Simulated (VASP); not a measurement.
Write the native input for VASP 6.6.1 that does the following.

- Task: relaxation of cell and atoms
- Functional: PBE
- Dispersion: D3(BJ)
- Potentials or basis: VASP PAW PBE potentials, release 64 (C)
- Cutoff: 600 eV
- k mesh: 12 × 12 × 12
- Occupations: gaussian, width 0.02 eV
- Spin: no spin polarisation
- Dipole correction: no
- Further INCAR settings: ALGO = Normal; EDIFF = 1e-07; IBRION = 2; EDIFFG = -0.002; NSW = 100; ISIF = 3

The structure of C lies in POSCAR:

```
C
1.0
    0.0000000000      1.7800000000      1.7800000000
    1.7800000000      0.0000000000      1.7800000000
    1.7800000000      1.7800000000      0.0000000000
C
2
Direct
    0.0000000000      0.0000000000      0.0000000000
    0.2500000000      0.2500000000      0.2500000000
```

These files were run (other wordings do the same):

INCAR

```
PREC = Accurate
ENCUT = 600
EDIFF = 1E-7
ISMEAR = 0
SIGMA = 0.02
LREAL = F
LASPH = T
NELM = 120
ALGO = Normal
ISIF = 3
LWAVE = F
LCHARG = F
GGA = PE
IVDW = 12
IBRION = 2
NSW = 100
EDIFFG = -0.002
GGA_COMPAT = F
NELMIN = 4
```

KPOINTS

```
Automatic mesh
0
Gamma
  12 12 12
```

Potentials or basis: VASP PAW PBE potentials, release 64 (C).

Run with:

```bash
$ cat potpaw_PBE.64/C/POTCAR > POTCAR
$ mpirun -np 1 vasp_std > vasp.out
```

It gave:

```
Relaxed volume                         : 5.63 Å³/atom
Relaxed cell                           : a = 2.515 Å, b = 2.515 Å, c = 2.515 Å, α = 60.00°, β = 60.00°, γ = 60.00°
Space group after relaxing (to 0.05 Å) : Fd-3m (No. 227)
Energy gained by relaxing              : 0.1 meV/atom
Ionic steps                            : 3
Pressure after relaxing                : 0.0 GPa
Band gap on the k mesh                 : 4.17 eV, indirect (least direct gap 5.61 eV)
Dispersion energy per atom             : -0.193 eV
```

Wall time 14 s on 1 thread of Intel(R) Xeon(R) Platinum 8488C (Sapphire Rapids) (shared host), peak memory 0.13 GiB.
